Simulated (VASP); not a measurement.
# Sn (I4_1/amd) in VASP: further runs

Sn is run at these levels: PBE; tasks: single point.

All numbers are computed with VASP 6.6.1; they aren't measurements. Logs are shortened: lines on timing, memory, paths and dates and some standing lists are left out, and cuts for length are marked.

**1. The cell of the first run**

The structure is tetragonal, space group I4_1/amd (No. 141). The conventional cell has a = 4.707 Å, b = 4.707 Å, c = 6.556 Å, α = 90.00°, β = 90.00°, γ = 90.00°. Within 3.8 Å of Sn (site symmetry -4m2) lie 4 Sn at 2.87 Å.

**2. Single point, PBE (strain -0.0150 x Voigt [1, 0, 0, 0, 0, 0])**

INCAR

```
  PREC = Accurate
  ENCUT = 520
  EDIFF = 1E-7
  ISMEAR = 0
  SIGMA = 0.15
  LREAL = False
  LASPH = True
  NELM = 80
  ALGO = Fast
  ISIF = 2
  LWAVE = False
  LCHARG = True
  GGA = PE
  LELF = True
  LVHAR = True
  NBANDS = 21
```

KPOINTS

```
regular mesh
0
Gamma
  16 16 16
```

POSCAR

```
Sn
1.0
    0.0000000000      3.3281477812      3.3281477812
    3.2782255645      0.0000000000      3.3281477812
    3.2782255645      3.3281477812      0.0000000000
Sn
2
Direct
    0.5000000000      0.5000000000      0.5000000000
    0.7500000000      0.7500000000      0.7500000000
```

Potentials or basis: VASP PAW PBE potentials, release 64 (Sn_d).

Command:

```
$ cat potpaw_PBE.64/Sn_d/POTCAR > POTCAR
$ mpirun -np 1 vasp_std > vasp.out
```

OUTCAR:

```text
PREC = Accurate
   ENCUT = 520
   EDIFF = 1E-7
   ISMEAR = 0
   LREAL = False
   LASPH = True
   NELM = 80
   ISIF = 2
   GGA = PE

 ion  position               nearest neighbor table
   1  0.500  0.500  0.500-   2 2.87   2 2.87   2 2.87   2 2.87
   2  0.750  0.750  0.750-   1 2.87   1 2.87   1 2.87   1 2.87

  LATTYP: Found a body centered tetragonal cell.
 ALAT       =     4.7067117298
 C/A-ratio  =     1.3930003589

  Lattice vectors:

 A1 = (  -3.2782255645,   0.0000000000,  -3.3281477812)
 A2 = (  -3.2782255645,   0.0000000000,   3.3281477812)
 A3 = (   3.2782255645,   3.3281477812,   0.0000000000)

Analysis of symmetry for initial positions (statically):
=====================================================================
 Subroutine PRICEL returns:
 Original cell was already a primitive cell.

 Routine SETGRP: Setting up the symmetry group for a
 body centered tetragonal supercell.

 Subroutine GETGRP returns: Found 16 space group operations
 (whereof  8 operations were pure point group operations)
 out of a pool of 16 trial point group operations.

The static configuration has the point symmetry D_2d.
 The point group associated with its full space group is D_4h.

Analysis of symmetry for dynamics (positions and initial velocities):
=====================================================================
 Subroutine PRICEL returns:
 Original cell was already a primitive cell.

 Routine SETGRP: Setting up the symmetry group for a
 body centered tetragonal supercell.

 Subroutine GETGRP returns: Found 16 space group operations
 (whereof  8 operations were pure point group operations)
 out of a pool of 16 trial point group operations.

The dynamic configuration has the point symmetry D_2d.
 The point group associated with its full space group is D_4h.

 Subroutine INISYM returns: Found 16 space group operations
 (whereof  8 operations are pure point group operations),
 and found     1 'primitive' translations

----------------------------------------------------------------------------------------

                                     Primitive cell

  volume of cell :      72.6230

  direct lattice vectors                    reciprocal lattice vectors
     0.000000000  3.328147781  3.328147781    -0.152521536  0.150233713  0.150233713
     3.278225565  0.000000000  3.328147781     0.152521536 -0.150233713  0.150233713
     3.278225565  3.328147781  0.000000000     0.152521536  0.150233713 -0.150233713

  length of vectors
     4.706711730  4.671544766  4.671544766     0.261539971  0.261539971  0.261539971

[... 79 lines left out ...]
   NELM   =     80;   NELMIN=  2; NELMDL= -5     # of ELM steps
   EDIFF  = 0.1E-06   stopping-criterion for ELM
   LREAL  =      F    real-space projection
   EDIFFG = 0.1E-05   stopping-criterion for IOM
   NSW    =      0    number of steps for IOM
   IBRION =     -1    ionic relax: 0-MD 1-quasi-New 2-CG
   NFREE  =      0    steps in history (QN), initial steepest desc. (CG)
   ISIF   =      2    stress and relaxation
   ISYM   =      2    0-nonsym 1-usesym 2-fastsym
   POTIM  = 0.5000    time-step for ionic-motion
   TEBEG  =    0.0;   TEEND  =   0.0 temperature during run
   PSTRESS=    0.0 pullay stress
   NELECT =      28.0000    total number of electrons
   NUPDOWN=      -1.0000    fix difference up-down
   EMIN   =  10.00;   EMAX   =-10.00  energy-range for DOS
   EFERMI =   0.00;   METHOD = LEGACY
   ISMEAR =     0;   SIGMA  =   0.15  broadening in eV -4-tet -1-fermi 0-gaus
   EFERMI_NEDOS =   21; number of points for ismear=-14 and -15
   IALGO  =     68    algorithm
   IMIX   =      4    mixing-type and parameters
     AMIX     =   0.40;   BMIX     =  1.00
     AMIX_MAG =   1.60;   BMIX_MAG =  1.00
  volume/ion in A,a.u.               =      36.31       245.04
  Fermi-wavevector in a.u.,A,eV,Ry     =   1.191524  2.251654 19.316595  1.419730
  Thomas-Fermi vector in A             =   2.327584
   LORBIT       =      0    0 simple, 1 ext, 2 COOP (PROOUT), +10 PAW based schemes
   GGA     = PE    functional components
   LHFCALC =     F    Hartree Fock is set to
   AEXX    =    0.0000 exact exchange contribution
   IVDW    =     0    specifies the selected vdW correction
   LEPSILON=     F    determine dielectric tensor
   LRPA    =     F    only Hartree local field effects (RPA)
 non-spin polarized calculation
 RMM-DIIS sequential band-by-band and
 Gauss-broadening in eV      SIGMA  =   0.15
  energy-cutoff  :      520.00
  volume of cell :       72.62
 maximum number of plane-waves:      1984
   NGX = 17   NGY = 17   NGZ = 17

 number of electron      27.9999998 magnetization

 Free energy of the ion-electron system (eV)
  ---------------------------------------------------
  ext. energy  EPLUGINS =         0.00000000
  ---------------------------------------------------
  free energy    TOTEN  =        -7.69146796 eV

  energy without entropy =       -7.68999202  energy(sigma->0) =       -7.69072999

 E-fermi :   5.0352     XC(G=0):  -8.6119

 val. band max:        4.9954133465   @ k =   0.0625   0.0000   0.0000
 cond. band min:       5.0410518598   @ k =  -0.0625   0.0625   0.0000
 fundamental gap:      0.0456385133
 Fermi energy:         5.0352151934

 k-point     1 :       0.0000    0.0000    0.0000
  band No.  band energies     occupation
      1     -16.5619      2.00000
      2     -16.5572      2.00000
      3     -16.5572      2.00000
      4     -16.5077      2.00000
      5     -16.5066      2.00000
      6     -16.2476      2.00000
[... 565 lines left out ...]
     20      11.9691      0.00000
     21      12.3340      0.00000

 [... further k-points ...]

------------------------ aborting loop because EDIFF is reached ----------------------------------------

  FORCE on cell =-STRESS in cart. coord.  units (eV):
  Direction    XX          YY          ZZ          XY          YZ          ZX
  --------------------------------------------------------------------------------------
  -------------------------------------------------------------------------------------
  Total        0.3460735      0.1524643      0.1524643      0.0000000      0.0000000     -0.0000000
  in kB        7.6349268      3.3636038      3.3636038      0.0000000      0.0000000     -0.0000000
  external PRESSURE =       4.7873782 kB  Pullay stress =       0.0000000 kB

 VOLUME and BASIS-vectors are now :
 -----------------------------------------------------------------------------
  energy-cutoff  :      520.00
  volume of cell :       72.62
      direct lattice vectors                 reciprocal lattice vectors
     0.000000000  3.328147781  3.328147781    -0.152521536  0.150233713  0.150233713
     3.278225565  0.000000000  3.328147781     0.152521536 -0.150233713  0.150233713
     3.278225565  3.328147781  0.000000000     0.152521536  0.150233713 -0.150233713

 POSITION                                       TOTAL-FORCE (eV/Angst)
 -----------------------------------------------------------------------------------
      3.27823      3.32815      3.32815        -0.000000     -0.000000     -0.000000
      4.91734      4.99222      4.99222         0.000000      0.000000      0.000000
 -----------------------------------------------------------------------------------
    total drift:                                0.000000      0.000000      0.000000

  FREE ENERGIE OF THE ION-ELECTRON SYSTEM (eV)
  ---------------------------------------------------
  free  energy   TOTEN  =        -7.6914679648 eV

  energy  without entropy=       -7.6899920228  energy(sigma->0) =       -7.69072999
```

OSZICAR:

```text
N       E                     dE             d eps       ncg     rms          rms(c)
DAV:   1     0.228730610364E+03    0.22873E+03   -0.14895E+04 14806   0.190E+03
DAV:   2     0.172889377069E+02   -0.21144E+03   -0.20702E+03 14698   0.442E+02
DAV:   3    -0.692773723479E+01   -0.24217E+02   -0.24084E+02 17293   0.140E+02
DAV:   4    -0.771110565724E+01   -0.78337E+00   -0.78308E+00 16558   0.284E+01
DAV:   5    -0.773810128307E+01   -0.26996E-01   -0.26995E-01 21315   0.514E+00    0.294E+00
RMM:   6    -0.770457039764E+01    0.33531E-01   -0.20915E-02 18105   0.177E+00    0.175E+00
RMM:   7    -0.768881368913E+01    0.15757E-01   -0.45407E-02 18549   0.222E+00    0.158E-01
RMM:   8    -0.769079562910E+01   -0.19819E-02   -0.83132E-03 17979   0.843E-01    0.524E-02
RMM:   9    -0.769136789113E+01   -0.57226E-03   -0.30560E-03 20472   0.542E-01    0.434E-02
RMM:  10    -0.769145446516E+01   -0.86574E-04   -0.81137E-04 20824   0.248E-01    0.139E-02
RMM:  11    -0.769146670680E+01   -0.12242E-04   -0.10867E-04 23427   0.825E-02    0.334E-03
RMM:  12    -0.769146798417E+01   -0.12774E-05   -0.13078E-05 23083   0.289E-02    0.176E-03
RMM:  13    -0.769146788107E+01    0.10310E-06   -0.26638E-06 22040   0.137E-02    0.140E-03
RMM:  14    -0.769146800018E+01   -0.11911E-06   -0.62616E-07 15258   0.686E-03    0.374E-04
RMM:  15    -0.769146796484E+01    0.35343E-07   -0.18960E-07 12427   0.367E-03
   1 F= -.76914680E+01 E0= -.76907300E+01  d E =-.147594E-02
```

Run time: 9.1 min. Hardware: 1 thread of Oxide Virtual Turin-like, shared host; peak memory 0.49 GiB.

Results:

| Quantity | Value |
| --- | --- |
| Free energy | -7.6915 eV |
| Pressure | 0.5 GPa |
| Band gap on the k mesh | zero (band 14 reaches 5.07 eV, above the bottom of band 15 at 4.89 eV) |

Stress tensor (GPa, compression positive):
```
0.76 0.00 0.00
0.00 0.34 0.00
0.00 0.00 0.34
```

Levels at points of the mesh, in eV from the Fermi level:
```csv
k point,band 11,band 12,band 13,band 14,band 15,band 16,band 17,band 18
"(0.00, 0.00, 0.00)",-10.23,-1.07,0.04,0.04,0.13,2.09,2.15,2.15
"(0.50, 0.00, 0.00)",-8.73,-6.10,-1.10,-1.00,-0.14,3.16,3.22,5.67
"(0.50, 0.50, 0.00)",-7.35,-7.35,-2.26,-2.26,0.90,0.90,7.31,7.31
"(0.00, 0.50, 0.50)",-7.30,-7.30,-2.34,-2.34,0.81,0.81,7.34,7.34
```

Caveat: the cell differs from its parent crystal (strain -0.0150 x Voigt [1, 0, 0, 0, 0, 0]); spin-orbit coupling is left out, which moves the levels of the heavy elements.

**3. Single point, PBE (strain +0.0150 x Voigt [1, 0, 0, 0, 0, 0])**

INCAR

```
SYSTEM = Sn
ALGO = Fast
EDIFF = 1E-7
ENCUT = 520
GGA = PE
ISIF = 2
ISMEAR = 0
LASPH = .TRUE.
LCHARG = .FALSE.
LREAL = .FALSE.
LWAVE = .FALSE.
NBANDS = 21
NELM = 60
PREC = Accurate
SIGMA = 0.15
```

KPOINTS

```
k-points
0
G
  16 16 16
  0 0 0
```

POSCAR

```
Sn
1.0
    0.0000000000      3.3281477812      3.3281477812
    3.3780699979      0.0000000000      3.3281477812
    3.3780699979      3.3281477812      0.0000000000
Sn
2
Direct
    0.5000000000      0.5000000000      0.5000000000
    0.7500000000      0.7500000000      0.7500000000
```

Potentials or basis: VASP PAW PBE potentials, release 64 (Sn_d).

Command:

```
$ cat potpaw_PBE.64/Sn_d/POTCAR > POTCAR
$ mpirun -np 1 vasp_std > vasp.out
```

Run time: 10 min. Hardware: 1 thread of Oxide Virtual Turin-like, shared host; peak memory 0.5 GiB.

Results (log left out):

```yaml
Free_energy: -7.6912 eV
Pressure: -0.6 GPa
Band_gap_on_the_k_mesh: zero (band 14 reaches 4.84 eV, above the bottom of band 15 at 4.55 eV)
```

Stress tensor (GPa, compression positive):
```
-0.88  0.00  0.00
 0.00 -0.45  0.00
 0.00  0.00 -0.45
```

Levels at points of the mesh, in eV from the Fermi level:
| k point | band 10 | band 11 | band 12 | band 13 | band 14 | band 15 | band 16 | band 17 | band 18 | band 19 |
| --- | --- | --- | --- | --- | --- | --- | --- | --- | --- | --- |
| (0.00, 0.00, 0.00) | -21.24 | -10.03 | -1.26 | 0.02 | 0.11 | 0.11 | 2.12 | 2.12 | 2.18 | 4.94 |
| (0.50, 0.00, 0.00) | -21.20 | -8.59 | -5.99 | -1.04 | -0.94 | -0.18 | 3.16 | 3.21 | 5.69 | 8.07 |
| (0.50, 0.50, 0.00) | -21.19 | -7.22 | -7.22 | -2.21 | -2.21 | 0.88 | 0.88 | 7.15 | 7.15 | 8.66 |
| (0.00, 0.50, 0.50) | -21.19 | -7.26 | -7.26 | -2.14 | -2.14 | 0.96 | 0.96 | 7.13 | 7.13 | 8.63 |

Caveat: the cell differs from its parent crystal (strain +0.0150 x Voigt [1, 0, 0, 0, 0, 0]); spin-orbit coupling is left out, which moves the levels of the heavy elements.

**4. Single point, PBE (strain +0.0300 x Voigt [1, 0, 0, 0, 0, 0])**

INCAR

```
PREC = Accurate
ENCUT = 520
EDIFF = 1E-6
ISMEAR = 0
SIGMA = 0.15
LREAL = False
LASPH = True
NELM = 80
ALGO = Fast
ISIF = 2
LWAVE = False
LCHARG = True
GGA = PE
LELF = True
LVHAR = True
NBANDS = 21
```

KPOINTS

```
regular mesh
0
Gamma
  16 16 16
```

POSCAR

```
Sn
1.0
    0.0000000000      3.3281477812      3.3281477812
    3.4279922146      0.0000000000      3.3281477812
    3.4279922146      3.3281477812      0.0000000000
Sn
2
Direct
    0.5000000000      0.5000000000      0.5000000000
    0.7500000000      0.7500000000      0.7500000000
```

Command:

```
$ cat potpaw_PBE.64/Sn_d/POTCAR > POTCAR
$ mpirun -np 1 vasp_std > vasp.out
```

Wall time 9.8 min (1 thread of Oxide Virtual Turin-like, shared host); peak memory 0.5 GiB.

The run converged. Its results:

```
Free energy            : -7.6828 eV
Pressure               : -1.1 GPa
Band gap on the k mesh : zero (band 14 reaches 4.73 eV, above the bottom of band 15 at 4.38 eV)
```

Stress tensor (GPa, compression positive):
```
-1.64  0.00  0.00
 0.00 -0.78  0.00
 0.00  0.00 -0.78
```

Levels at points of the mesh, in eV from the Fermi level:
| k point | band 11 | band 12 | band 13 | band 14 | band 15 | band 16 | band 17 | band 18 |
| --- | --- | --- | --- | --- | --- | --- | --- | --- |
| (0.00, 0.00, 0.00) | -9.94 | -1.36 | -0.04 | 0.14 | 0.14 | 2.10 | 2.10 | 2.22 |
| (0.50, 0.00, 0.00) | -8.52 | -5.95 | -1.06 | -0.87 | -0.21 | 3.13 | 3.22 | 5.69 |
| (0.50, 0.50, 0.00) | -7.16 | -7.16 | -2.19 | -2.19 | 0.87 | 0.87 | 7.04 | 7.04 |
| (0.00, 0.50, 0.50) | -7.24 | -7.24 | -2.04 | -2.04 | 1.03 | 1.03 | 7.03 | 7.03 |

Caveat: the cell differs from its parent crystal (strain +0.0300 x Voigt [1, 0, 0, 0, 0, 0]); spin-orbit coupling is left out, which moves the levels of the heavy elements.

**5. The runs side by side**

| cell | further INCAR settings | gap on the mesh (eV) | pressure (GPa) |
| --- | --- | --- | --- |
| a = 4.707, b = 4.672, c = 4.672 Å, angles 60.5, 59.8, 59.8°, 2 atoms | ALGO = Fast; EDIFF = 1e-07; NBANDS = 21 | none | 0.5 |
| a = 4.707, b = 4.742, c = 4.742 Å, angles 59.5, 60.2, 60.2°, 2 atoms | ALGO = Fast; EDIFF = 1e-07; NBANDS = 21 | none | -0.6 |
| a = 4.707, b = 4.778, c = 4.778 Å, angles 59.0, 60.5, 60.5°, 2 atoms | ALGO = Fast; EDIFF = 1e-06; NBANDS = 21 | none | -1.1 |

Alike in all rows: task single point; level PBE; potentials or basis VASP PAW PBE potentials, release 64 (Sn_d); no spin polarisation; k mesh 16 × 16 × 16; cutoff (eV) 520; smearing gaussian 0.15 eV.

Caveats: spin-orbit coupling is left out, which moves the levels of the heavy elements.

Absolute energies hang on the potentials; compare differences alone.
